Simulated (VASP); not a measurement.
Runs of VASP 6.6.1 on CaO. The structure is that of space group F-43m (No. 216), or close to it. The cells are those of the table. 

| cell | gap on the mesh (eV) | pressure (GPa) |
| --- | --- | --- |
| a = 3.747 Å, angles 60.0°, 2 atoms | (b) | (a) |
| a = 3.686 Å, angles 60.0°, 2 atoms | 3.33 | (c) |
| a = 3.624 Å, angles 60.0°, 2 atoms | 3.50 | 6.6 |
| a = 3.805 Å, angles 60.0°, 2 atoms | 3.00 | -4.7 |
| a = 3.559 Å, angles 60.0°, 2 atoms | 3.69 | 12.7 |

Alike in all rows: task single point; level PBE; potentials or basis VASP PAW PBE potentials, release 64 (Ca_sv, O); no spin polarisation; k mesh 4 × 4 × 4; cutoff (eV) 520; smearing gaussian 0.01 eV.

Task: Fill in the values left out.

Result: (a) -1.9; (b) 3.16; (c) 1.8.

Caveats: all runs use coarse meshes.

A k mesh can miss the band edges.
